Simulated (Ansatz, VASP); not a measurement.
This is a calculation of Ge for Ansatz 0.2.0.

File input.yaml:

```yaml
crystal:
  lattice:
    - [4.0504045371, 0.0, 0.0]
    - [-2.0252022685, 3.5077532247, 0.0]
    - [0.0, 0.0, 10.993359]
  atoms:
    - { symbol: Ge, position: [0.6666666667, 0.3333333333, 0.414848] }
    - { symbol: Ge, position: [0.3333333333, 0.6666666667, 0.914848] }
    - { symbol: Ge, position: [0.0, 0.0, 0.477452] }
    - { symbol: Ge, position: [0.0, 0.0, 0.977452] }
kpoints:
  mp_grid: { grid: [5, 5, 2] }
scf:
  occupations: { method: fermi_dirac, width: 0.03 }
hamiltonian:
  xc: pbesol
  pseudopotentials: { kind: all_electron, lapw: { basis_error: 0.002 } }
output:
  forces: true
  stress: true
  eigenvalues: true
```

Potentials or basis: all-electron LAPW, scalar-relativistic.

Run with:

```console
$ ansatz run input.yaml --threads 2 --pin off --max-ram 8192MiB --backend cpu --events-out ev --progress --plain --runs-dir out
```

Q: Translate it to VASP 6.6.1. Potentials there: VASP PAW PBE potentials, release 64 (Ge_d).

A: As run (the cutoff follows the program's own potentials):

The input INCAR:

```
  PREC = Accurate
  ENCUT = 520
  EDIFF = 1E-6
  ISMEAR = -1
  SIGMA = 0.03
  LREAL = F
  LASPH = T
  NELM = 80
  ALGO = Normal
  ISIF = 2
  LWAVE = F
  LCHARG = F
  GGA = PS
  NBANDS = 36
```

KPOINTS

```
Automatic mesh
0
Gamma
  5 5 2
```

The input POSCAR:

```
Ge
1.0
    4.0504045371      0.0000000000      0.0000000000
   -2.0252022685      3.5077532247      0.0000000000
    0.0000000000      0.0000000000     10.9933590000
Ge
4
Direct
    0.6666666667      0.3333333333      0.4148480000
    0.3333333333      0.6666666667      0.9148480000
    0.0000000000      0.0000000000      0.4774520000
    0.0000000000      0.0000000000      0.9774520000
```

Potentials or basis: VASP PAW PBE potentials, release 64 (Ge_d).

Run with:

```sh
$ cat potpaw_PBE.64/Ge_d/POTCAR > POTCAR
$ mpirun -np 1 vasp_std > vasp.out
```

Both were run:

|  | VASP | Ansatz | Ansatz less VASP |
| --- | --- | --- | --- |
| gap on the k mesh at the Fermi level (eV) | 0.79 | 0.79 | +0.005 |
| least direct gap on the mesh (eV) | 0.79 | 0.79 | +0.005 |
| pressure (GPa) | -1.6 | -1.5 | +0.05 |
| traceless stress, the component that is largest in VASP (GPa) | 0.89 | 0.87 | -0.022 |
| rms of the force components (eV/Å) | 0.096 | 0.094 | -0.0021 |

VASP's potentials were made for PBE, not for PBEsol. Atom by atom the forces differ by 0.002 eV/Å (rms over components). Ansatz ran all-electron here, and VASP with PAW potentials.
